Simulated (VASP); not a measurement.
# Rh (Fm-3m) in VASP: a series of runs

Rh is run at these levels: PBEsol; tasks: single point, relaxation of cell and atoms.

Everything below comes from runs of VASP 6.6.1. Logs are shortened: lines on timing, memory, paths and dates and some standing lists are left out, and cuts for length are marked.

### 1 The cell of the first run

The structure is cubic, space group Fm-3m (No. 225). Conventional cell: a = 3.783 Å, b = 3.783 Å, c = 3.783 Å, α = 90.00°, β = 90.00°, γ = 90.00°. Within 3.5 Å of Rh (site symmetry m-3m) lie 12 Rh at 2.68 Å.

### 2 Single point, PBEsol

File INCAR:

```
PREC = Accurate
ENCUT = 520
EDIFF = 1E-6
ISMEAR = 1
SIGMA = 0.1
LREAL = False
LASPH = True
NELM = 80
ALGO = Normal
ISIF = 2
LWAVE = False
LCHARG = False
GGA = PS
NBANDS = 14
```

File KPOINTS:

```
regular mesh
0
Gamma
  8 8 8
```

File POSCAR:

```
Rh
1.0
    0.0000000000      1.8916300868      1.8916300868
    1.8916300868      0.0000000000      1.8916300868
    1.8916300868      1.8916300868      0.0000000000
Rh
1
Direct
    0.0000000000      0.0000000000      0.0000000000
```

Potentials or basis: VASP PAW PBE potentials, release 64 (Rh_pv).

Command:

```
> cat potpaw_PBE.64/Rh_pv/POTCAR > POTCAR
> mpirun -np 1 vasp_std > vasp.out
```

OUTCAR:

```text
PREC = Accurate
   ENCUT = 520
   EDIFF = 1E-6
   ISMEAR = 1
   LREAL = False
   LASPH = True
   NELM = 80
   ISIF = 2
   GGA = PS

 ion  position               nearest neighbor table
   1  0.000  0.000  0.000-

  LATTYP: Found a face centered cubic cell.
 ALAT       =     3.7832601736

  Lattice vectors:

 A1 = (   0.0000000000,   1.8916300868,   1.8916300868)
 A2 = (   1.8916300868,   0.0000000000,   1.8916300868)
 A3 = (   1.8916300868,   1.8916300868,   0.0000000000)

Analysis of symmetry for initial positions (statically):
=====================================================================
 Subroutine PRICEL returns:
 Original cell was already a primitive cell.

 Routine SETGRP: Setting up the symmetry group for a
 face centered cubic supercell.

 Subroutine GETGRP returns: Found 48 space group operations
 (whereof 48 operations were pure point group operations)
 out of a pool of 48 trial point group operations.

The static configuration has the point symmetry O_h .

Analysis of symmetry for dynamics (positions and initial velocities):
=====================================================================
 Subroutine PRICEL returns:
 Original cell was already a primitive cell.

 Routine SETGRP: Setting up the symmetry group for a
 face centered cubic supercell.

 Subroutine GETGRP returns: Found 48 space group operations
 (whereof 48 operations were pure point group operations)
 out of a pool of 48 trial point group operations.

The dynamic configuration has the point symmetry O_h .

 Subroutine INISYM returns: Found 48 space group operations
 (whereof 48 operations are pure point group operations),
 and found     1 'primitive' translations

----------------------------------------------------------------------------------------

                                     Primitive cell

  volume of cell :      13.5375

  direct lattice vectors                    reciprocal lattice vectors
     0.000000000  1.891630087  1.891630087    -0.264322292  0.264322292  0.264322292
     1.891630087  0.000000000  1.891630087     0.264322292 -0.264322292  0.264322292
     1.891630087  1.891630087  0.000000000     0.264322292  0.264322292 -0.264322292

  length of vectors
     2.675168924  2.675168924  2.675168924     0.457819639  0.457819639  0.457819639

  position of ions in fractional coordinates (direct lattice)
     0.000000000  0.000000000  0.000000000

  ion indices of the primitive-cell ions
   primitive index   ion index
                 1           1

----------------------------------------------------------------------------------------

 KPOINTS: regular mesh

Automatic generation of k-mesh.
 Grid dimensions read from file:
 generate k-points for:    8    8    8

 Generating k-lattice:

  Cartesian coordinates                     Fractional coordinates (reciprocal lattice)
    -0.033040286  0.033040286  0.033040286     0.125000000  0.000000000  0.000000000
     0.033040286 -0.033040286  0.033040286     0.000000000  0.125000000  0.000000000
     0.033040286  0.033040286 -0.033040286     0.000000000  0.000000000  0.125000000

  Length of vectors
     0.057227455  0.057227455  0.057227455

  Shift w.r.t. Gamma in fractional coordinates (k-lattice)
     0.000000000  0.000000000  0.000000000

 Subroutine IBZKPT returns following result:
 ===========================================

 Found     29 irreducible k-points:

 Following reciprocal coordinates:
            Coordinates               Weight
  0.000000  0.000000  0.000000      1.000000
  0.125000  0.000000  0.000000      8.000000
  0.250000  0.000000  0.000000      8.000000
  0.375000  0.000000  0.000000      8.000000
  0.500000  0.000000  0.000000      4.000000
  0.125000  0.125000  0.000000      6.000000
[... 16 lines left out ...]
  0.500000  0.250000  0.125000     48.000000
 -0.375000  0.250000  0.125000     24.000000
 [... further k-points ...]
   k-points           NKPTS =     29   k-points in BZ     NKDIM =     29   number of bands    NBANDS=     14
   number of dos      NEDOS =    301   number of ions     NIONS =      1
   total plane-waves  NPLWV =   8000
   dimension x,y,z NGX =    20 NGY =   20 NGZ =   20
   dimension x,y,z NGXF=    40 NGYF=   40 NGZF=   40
   ions per type =               1
   NGX,Y,Z   is equivalent  to a cutoff of  12.43, 12.43, 12.43 a.u.
   NGXF,Y,Z  is equivalent  to a cutoff of  24.86, 24.86, 24.86 a.u.
 SYSTEM =  unknown system
   PREC   = accura    normal or accurate (medium, high low for compatibility)
   ISTART =      0    job   : 0-new  1-cont  2-samecut
   ICHARG =      2    charge: 1-file 2-atom 10-const
   ISPIN  =      1    spin polarized calculation?
   LNONCOLLINEAR =      F non collinear calculations
   LSORBIT =      F    spin-orbit coupling
   LASPH  =      T    aspherical Exc in radial PAW
   ENCUT  =  520.0 eV  38.22 Ry    6.18 a.u.   4.97  4.97  4.97*2*pi/ulx,y,z
   NELM   =     80;   NELMIN=  2; NELMDL= -5     # of ELM steps
   EDIFF  = 0.1E-05   stopping-criterion for ELM
   LREAL  =      F    real-space projection
   EDIFFG = 0.1E-04   stopping-criterion for IOM
   NSW    =      0    number of steps for IOM
   IBRION =     -1    ionic relax: 0-MD 1-quasi-New 2-CG
   NFREE  =      0    steps in history (QN), initial steepest desc. (CG)
   ISIF   =      2    stress and relaxation
   ISYM   =      2    0-nonsym 1-usesym 2-fastsym
   POTIM  = 0.5000    time-step for ionic-motion
   TEBEG  =    0.0;   TEEND  =   0.0 temperature during run
   PSTRESS=    0.0 pullay stress
   NELECT =      15.0000    total number of electrons
   NUPDOWN=      -1.0000    fix difference up-down
   EMIN   =  10.00;   EMAX   =-10.00  energy-range for DOS
   EFERMI =   0.00;   METHOD = LEGACY
   ISMEAR =     1;   SIGMA  =   0.10  broadening in eV -4-tet -1-fermi 0-gaus
   EFERMI_NEDOS =   21; number of points for ismear=-14 and -15
   IALGO  =     38    algorithm
   IMIX   =      4    mixing-type and parameters
     AMIX     =   0.40;   BMIX     =  1.00
     AMIX_MAG =   1.60;   BMIX_MAG =  1.00
  volume/ion in A,a.u.               =      13.54        91.36
  Fermi-wavevector in a.u.,A,eV,Ry     =   1.694048  3.201286 39.045980  2.869799
  Thomas-Fermi vector in A             =   2.775344
   LORBIT       =      0    0 simple, 1 ext, 2 COOP (PROOUT), +10 PAW based schemes
   GGA     = PS    functional components
   LHFCALC =     F    Hartree Fock is set to
   AEXX    =    0.0000 exact exchange contribution
   IVDW    =     0    specifies the selected vdW correction
   LEPSILON=     F    determine dielectric tensor
   LRPA    =     F    only Hartree local field effects (RPA)
 non-spin polarized calculation
 Methfessel and Paxton  Order N= 1 SIGMA  =   0.10
  energy-cutoff  :      520.00
  volume of cell :       13.54
 maximum number of plane-waves:       380
   NGX =  9   NGY =  9   NGZ =  9

 number of electron      15.0000007 magnetization

 Free energy of the ion-electron system (eV)
  ---------------------------------------------------
  ext. energy  EPLUGINS =         0.00000000
  ---------------------------------------------------
  free energy    TOTEN  =        -8.10127414 eV

  energy without entropy =       -8.10272405  energy(sigma->0) =       -8.10175744

 E-fermi :  12.0756     XC(G=0): -14.3134

 val. band max:       12.0515832188   @ k =  -0.3750   0.2500   0.0000
 cond. band min:      12.1521086276   @ k =   0.3750   0.0000   0.0000
 fundamental gap:      0.1005254088
 Fermi energy:        12.0756352839

 k-point     1 :       0.0000    0.0000    0.0000
  band No.  band energies     occupation
      1     -34.2837      2.00000
      2     -34.2837      2.00000
      3     -34.2837      2.00000
      4       3.8716      2.00000
      5       8.8867      2.00000
      6       8.8867      2.00000
      7       8.8867      2.00000
      8      11.0674      2.00000
      9      11.0674      2.00000
     10      27.9496      0.00000
     11      32.4359      0.00000
     12      33.5061      0.00000
     13      33.5061      0.00000
     14      33.5061      0.00000

 k-point     2 :       0.1250    0.0000    0.0000
  band No.  band energies     occupation
      1     -34.4015      2.00000
      2     -34.2996      2.00000
      3     -34.2996      2.00000
      4       4.4844      2.00000
      5       8.6430      2.00000
      6       9.1077      2.00000
      7       9.1077      2.00000
      8      10.9624      2.00000
      9      10.9624      2.00000
     10      28.7993      0.00000
     11      30.9428      0.00000
     12      32.4389      0.00000
     13      34.4265      0.00000
     14      34.4265      0.00000

 k-point     3 :       0.2500    0.0000    0.0000
  band No.  band energies     occupation
      1     -34.6803      2.00000
      2     -34.3377      2.00000
      3     -34.3377      2.00000
      4       5.6921      2.00000
      5       8.7382      2.00000
      6       9.2640      2.00000
      7       9.2640      2.00000
      8      11.2236      2.00000
      9      11.2236      2.00000
     10      27.2032      0.00000
     11      29.6089      0.00000
     12      32.4375      0.00000
     13      36.6000      0.00000
     14      36.6000      0.00000
[... 324 lines left out ...]
 k-point    23 :       0.5000    0.2500    0.1250
  band No.  band energies     occupation
      1     -34.8938      2.00000
      2     -34.5685      2.00000
      3     -34.4320      2.00000
      4       6.9746      2.00000
      5       8.0406      2.00000
      6       8.5753      2.00000
      7      10.2966      2.00000
      8      11.9336      2.06200
      9      15.2274      0.00000
     10      23.7684      0.00000
     11      28.0210      0.00000
     12      29.8561      0.00000
     13      32.4410      0.00000
     14      34.5439      0.00000

 k-point    24 :      -0.3750    0.2500    0.1250
  band No.  band energies     occupation
      1     -34.9566      2.00000
      2     -34.5955      2.00000
      3     -34.4565      2.00000
      4       6.9029      2.00000
      5       7.7936      2.00000
      6       9.3047      2.00000
      7      10.0032      2.00000
      8      12.4581     -0.00000
      9      17.5048      0.00000
     10      20.5722      0.00000
     11      28.1852      0.00000
     12      28.9821      0.00000
     13      32.4417      0.00000
     14      33.2848      0.00000

 [... further k-points ...]

------------------------ aborting loop because EDIFF is reached ----------------------------------------

  FORCE on cell =-STRESS in cart. coord.  units (eV):
  Direction    XX          YY          ZZ          XY          YZ          ZX
  --------------------------------------------------------------------------------------
  -------------------------------------------------------------------------------------
  Total       -0.0061408     -0.0061408     -0.0061408      0.0000000      0.0000000      0.0000000
  in kB       -0.7267682     -0.7267682     -0.7267682      0.0000000      0.0000000      0.0000000
  external PRESSURE =      -0.7267682 kB  Pullay stress =       0.0000000 kB

 VOLUME and BASIS-vectors are now :
 -----------------------------------------------------------------------------
  energy-cutoff  :      520.00
  volume of cell :       13.54
      direct lattice vectors                 reciprocal lattice vectors
     0.000000000  1.891630087  1.891630087    -0.264322292  0.264322292  0.264322292
     1.891630087  0.000000000  1.891630087     0.264322292 -0.264322292  0.264322292
     1.891630087  1.891630087  0.000000000     0.264322292  0.264322292 -0.264322292

 POSITION                                       TOTAL-FORCE (eV/Angst)
 -----------------------------------------------------------------------------------
      0.00000      0.00000      0.00000        -0.000000     -0.000000     -0.000000
 -----------------------------------------------------------------------------------
    total drift:                                0.000000     -0.000000      0.000000

  FREE ENERGIE OF THE ION-ELECTRON SYSTEM (eV)
  ---------------------------------------------------
  free  energy   TOTEN  =        -8.1012741388 eV

  energy  without entropy=       -8.1027240478  energy(sigma->0) =       -8.10175744
```

Run time: 10 s. Hardware: 1 thread of Intel Xeon 8259CL, shared host; peak memory 0.13 GiB.

Results:

```yaml
Free_energy: -8.1013 eV
Pressure: -0.1 GPa
Band_gap_on_the_k_mesh: zero (an odd number of electrons rules out a gap without spin polarisation)
```

Caveat: the PAW data sets were made with another functional, which shifts forces and pressure a little.

### 3 Relaxation of cell and atoms, PBEsol

This run uses another cell than the first one, of 13.67 Å³/atom.

File INCAR:

```
SYSTEM = Rh
PREC = Accurate
ENCUT = 600
EDIFF = 1E-6
ISMEAR = 1
SIGMA = 0.1
LREAL = .False.
LASPH = .True.
NELM = 60
ALGO = Normal
ISIF = 3
LWAVE = .False.
LCHARG = .False.
GGA = PS
IBRION = 2
NSW = 80
EDIFFG = -0.03
```

File KPOINTS:

```
regular mesh
0
Gamma
  8 8 8
  0 0 0
```

File POSCAR:

```
Rh
1.0
    0.0000000000      1.8978500000      1.8978500000
    1.8978500000      0.0000000000      1.8978500000
    1.8978500000      1.8978500000      0.0000000000
Rh
1
Direct
    0.0000000000      0.0000000000      0.0000000000
```

Potentials or basis: VASP PAW PBE potentials, release 64 (Rh_pv).

Command:

```
> cat potpaw_PBE.64/Rh_pv/POTCAR > POTCAR
> mpirun -np 1 vasp_std > vasp.out
```

OUTCAR:

```text
SYSTEM = Rh
   PREC = Accurate
   ENCUT = 600
   EDIFF = 1E-6
   ISMEAR = 1
   LREAL = .False.
   LASPH = .True.
   NELM = 60
   ISIF = 3
   GGA = PS
   IBRION = 2
   NSW = 80
   EDIFFG = -0.03

 ion  position               nearest neighbor table
   1  0.000  0.000  0.000-

  LATTYP: Found a face centered cubic cell.
 ALAT       =     3.7957000000

  Lattice vectors:

 A1 = (   0.0000000000,   1.8978500000,   1.8978500000)
 A2 = (   1.8978500000,   0.0000000000,   1.8978500000)
 A3 = (   1.8978500000,   1.8978500000,   0.0000000000)

Analysis of symmetry for initial positions (statically):
=====================================================================
 Subroutine PRICEL returns:
 Original cell was already a primitive cell.

 Routine SETGRP: Setting up the symmetry group for a
 face centered cubic supercell.

 Subroutine GETGRP returns: Found 48 space group operations
 (whereof 48 operations were pure point group operations)
 out of a pool of 48 trial point group operations.

The static configuration has the point symmetry O_h .

Analysis of symmetry for dynamics (positions and initial velocities):
=====================================================================
 Subroutine PRICEL returns:
 Original cell was already a primitive cell.

 Routine SETGRP: Setting up the symmetry group for a
 face centered cubic supercell.

 Subroutine GETGRP returns: Found 48 space group operations
 (whereof 48 operations were pure point group operations)
 out of a pool of 48 trial point group operations.

The dynamic configuration has the point symmetry O_h .

 Subroutine INISYM returns: Found 48 space group operations
 (whereof 48 operations are pure point group operations),
 and found     1 'primitive' translations

[... 133 lines left out ...]

 number of electron      15.0000002 magnetization

 Free energy of the ion-electron system (eV)
  ---------------------------------------------------
  ext. energy  EPLUGINS =         0.00000000
  ---------------------------------------------------
  free energy    TOTEN  =        -8.10047664 eV

  energy without entropy =       -8.10183344  energy(sigma->0) =       -8.10092891

------------------------ aborting loop because EDIFF is reached ----------------------------------------

  FORCE on cell =-STRESS in cart. coord.  units (eV):
  Direction    XX          YY          ZZ          XY          YZ          ZX
  --------------------------------------------------------------------------------------
  -------------------------------------------------------------------------------------
  Total       -0.2554500     -0.2554500     -0.2554500      0.0000000      0.0000000      0.0000000
  in kB      -29.9364816    -29.9364816    -29.9364816      0.0000000      0.0000000      0.0000000
  external PRESSURE =     -29.9364816 kB  Pullay stress =       0.0000000 kB
[... 57 lines left out ...]
--------------------------------------- Ionic step        3  -------------------------------------------

 number of electron      15.0000002 magnetization

 Free energy of the ion-electron system (eV)
  ---------------------------------------------------
  ext. energy  EPLUGINS =         0.00000000
  ---------------------------------------------------
  free energy    TOTEN  =        -8.10181774 eV

  energy without entropy =       -8.10327357  energy(sigma->0) =       -8.10230301

 E-fermi :  12.0851     XC(G=0): -14.3164

 val. band max:       12.0610279306   @ k =  -0.3750   0.2500   0.0000
 cond. band min:      12.1616345657   @ k =   0.3750   0.0000   0.0000
 fundamental gap:      0.1006066351
 Fermi energy:        12.0850901160

 k-point     1 :       0.0000    0.0000    0.0000
  band No.  band energies     occupation
      1     -34.2754      2.00000
      2     -34.2754      2.00000
      3     -34.2754      2.00000
      4       3.8777      2.00000
      5       8.8934      2.00000
      6       8.8934      2.00000
      7       8.8934      2.00000
      8      11.0759      2.00000
      9      11.0759      2.00000
     10      27.9591      0.00000
     11      32.4460      0.00000
[... 309 lines left out ...]
 k-point    24 :      -0.3750    0.2500    0.1250
  band No.  band energies     occupation
      1     -34.9493      2.00000
      2     -34.5876      2.00000
      3     -34.4484      2.00000
      4       6.9088      2.00000
      5       7.7995      2.00000
      6       9.3122      2.00000
      7      10.0109      2.00000
      8      12.4679     -0.00000
      9      17.5170      0.00000
     10      20.5867      0.00000
     11      28.1987      0.00000

 [... further k-points ...]

------------------------ aborting loop because EDIFF is reached ----------------------------------------

  FORCE on cell =-STRESS in cart. coord.  units (eV):
  Direction    XX          YY          ZZ          XY          YZ          ZX
  --------------------------------------------------------------------------------------
  -------------------------------------------------------------------------------------
  Total       -0.0026299     -0.0026299     -0.0026299      0.0000000      0.0000000      0.0000000
  in kB       -0.3114083     -0.3114083     -0.3114083      0.0000000      0.0000000      0.0000000
  external PRESSURE =      -0.3114083 kB  Pullay stress =       0.0000000 kB
[... 16 lines left out ...]
  FREE ENERGIE OF THE ION-ELECTRON SYSTEM (eV)
  ---------------------------------------------------
  free  energy   TOTEN  =        -8.1018177364 eV

  energy  without entropy=       -8.1032735699  energy(sigma->0) =       -8.10230301

 reached required accuracy - stopping structural energy minimisation
```

Run time: 23 s. Hardware: 1 thread of Intel Xeon 8259CL, shared host; peak memory 0.14 GiB.

Results:

| Property | Result |
| --- | --- |
| Free energy | -8.1018 eV |
| Relaxed volume | 13.53 Å³/atom |
| Relaxed cell | a = 2.675 Å, b = 2.675 Å, c = 2.675 Å, α = 60.00°, β = 60.00°, γ = 60.00° |
| Space group after relaxing (to 0.1 Å) | Fm-3m (No. 225) |
| Energy gained by relaxing | 1.3 meV/atom |
| Ionic steps | 3 |
| Pressure after relaxing | 0.0 GPa |
| Band gap on the k mesh | zero (an odd number of electrons rules out a gap without spin polarisation) |

Step by step:
```
step  energy change (eV)  largest force (eV/Å)  pressure (GPa)  volume (Å³)
   1              0.0000                0.0000           -2.99        13.67
   2              0.0078                0.0000            8.47        13.17
   3             -0.0013                0.0000           -0.03        13.53
```

Final structure:
```xyz
1
Lattice="0.0000 1.8913 1.8913 1.8913 0.0000 1.8913 1.8913 1.8913 0.0000" Properties=species:S:1:pos:R:3 pbc="T T T"
Rh    0.0000    0.0000    0.0000
```

Levels at points of the mesh, in eV from the Fermi level:
```csv
k point,band 4,band 5,band 6,band 7,band 8,band 9,band 10,band 11
"(0.00, 0.00, 0.00)",-8.21,-3.19,-3.19,-3.19,-1.01,-1.01,15.87,20.36
"(0.50, 0.00, 0.00)",-6.33,-3.26,-3.26,0.59,0.59,0.60,8.74,15.39
"(0.50, 0.50, 0.00)",-6.52,-6.15,0.58,1.01,1.01,3.16,12.42,13.29
```

Caveat: the PAW data sets were made with another functional, which shifts forces and pressure a little.
